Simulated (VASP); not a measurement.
Here is a VASP 6.6.1 calculation.

INCAR

```
PREC = Accurate ; ENCUT = 600
EDIFF = 1E-6 ; ISMEAR = 0
SIGMA = 0.02 ; LREAL = False
LASPH = True ; NELM = 120
ALGO = Normal ; ISIF = 2
LWAVE = False ; LCHARG = False
NBANDS = 11 ; GGA_COMPAT = False
```

KPOINTS

```
regular mesh
0
Gamma
  12 12 12
```

POSCAR

```
C
1.0
    0.0000000000      1.7657234628      1.7657234628
    1.7657234628      0.0000000000      1.7657234628
    1.7657234628      1.7657234628      0.0000000000
C
2
Direct
    0.0000000000      0.0000000000      0.0000000000
    0.2500000000      0.2500000000      0.2500000000
```

Potentials or basis: VASP PAW LDA potentials, release 64 (C).

The run is started by

```bash
$ cat potpaw_LDA.64/C/POTCAR > POTCAR
$ mpirun -np 1 vasp_std > vasp.out
```

Problem. What does it give for the band gap on the k mesh?

Solution. 4.20 eV, indirect (least direct gap 5.63 eV).

Problem. Estimate the pressure.

Solution. 0.9 GPa.

A k mesh can miss the band edges.
